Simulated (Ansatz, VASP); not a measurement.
## One calculation of Li2AlGa4, two programs

INCAR

```
SYSTEM = Li2AlGa4
PREC = Accurate ; ENCUT = 520
EDIFF = 1E-7 ; ISMEAR = 1
SIGMA = 0.15 ; LREAL = .FALSE.
LASPH = .TRUE. ; NELM = 60
ALGO = Normal ; ISIF = 2
LWAVE = .FALSE. ; LCHARG = .TRUE.
GGA = PE ; LELF = .TRUE.
LVHAR = .TRUE. ; NBANDS = 40
```

File KPOINTS:

```
regular mesh
0
G
  5 5 5
  0 0 0
```

Contents of POSCAR:

```
Li2AlGa4
1.0
   -3.2235750000      3.2235750000      2.6338030000
    3.2235750000     -3.2235750000      2.6338030000
    3.2235750000      3.2235750000     -2.6338030000
Al Ga Li
1 4 2
Direct
    0.0000000000      0.0000000000      0.0000000000
    0.3030000000      0.3030000000      0.6060000000
    0.3030000000      0.6970000000      0.0000000000
    0.6970000000      0.6970000000      0.3940000000
    0.6970000000      0.3030000000      0.0000000000
    0.7500000000      0.2500000000      0.5000000000
    0.2500000000      0.7500000000      0.5000000000
```

Input for Ansatz:

```yaml
crystal:
  lattice:
    - [-3.223575, 3.223575, 2.633803]
    - [3.223575, -3.223575, 2.633803]
    - [3.223575, 3.223575, -2.633803]
  atoms:
    - { symbol: Al, position: [0.0, 0.0, 0.0] }
    - { symbol: Ga, position: [0.303, 0.303, 0.606] }
    - { symbol: Ga, position: [0.303, 0.697, 0.0] }
    - { symbol: Ga, position: [0.697, 0.697, 0.394] }
    - { symbol: Ga, position: [0.697, 0.303, 0.0] }
    - { symbol: Li, position: [0.75, 0.25, 0.5] }
    - { symbol: Li, position: [0.25, 0.75, 0.5] }
  symmetry: { tolerance: 0.0003 }
kpoints:
  mp_grid: { grid: [5, 5, 5], shift: [0, 0, 0] }
magnetization:
  spin_polarized: false
scf:
  occupations: { method: cold, width: 0.15 }
  mixing: { algorithm: msr1, beta: 0.9, ndim: 2 }
hamiltonian:
  pseudopotentials: { kind: paw }
  xc: pbe
basis:
  ecutwfc: 420
  ecutrho_ratio: 9
output:
  forces: true
  stress: true
  eigenvalues: true
```

Alike in both runs: task single point; functional PBE; k mesh 5 × 5 × 5; no spin polarisation.

|  | VASP | Ansatz |
| --- | --- | --- |
| version | VASP 6.6.1 | Ansatz 0.2.0 |
| potentials or method | VASP PAW PBE potentials, release 64 (Al, Ga_d, Li_sv), cutoff 520 eV | PAW plane waves |
| occupations | methfessel-paxton of order 1, width 0.15 eV | cold, width 0.15 eV |
| valence electrons in the cell | 61 | 61 |

Ansatz gave:

- gap on the k mesh at the Fermi level (eV): none
- rms of the force components (eV/Å): 0.052

Question: What did VASP give for the same quantities?

Answer: gap on the k mesh at the Fermi level (eV): none; rms of the force components (eV/Å): 0.056.

Atom by atom the forces differ by 0.004 eV/Å (rms over components). A gap of «none» marks a metal or a gap that the smearing closes.

Noted on VASP's run: the cutoff is under 1.25 times that of the potentials, so the pressure is a little rough.
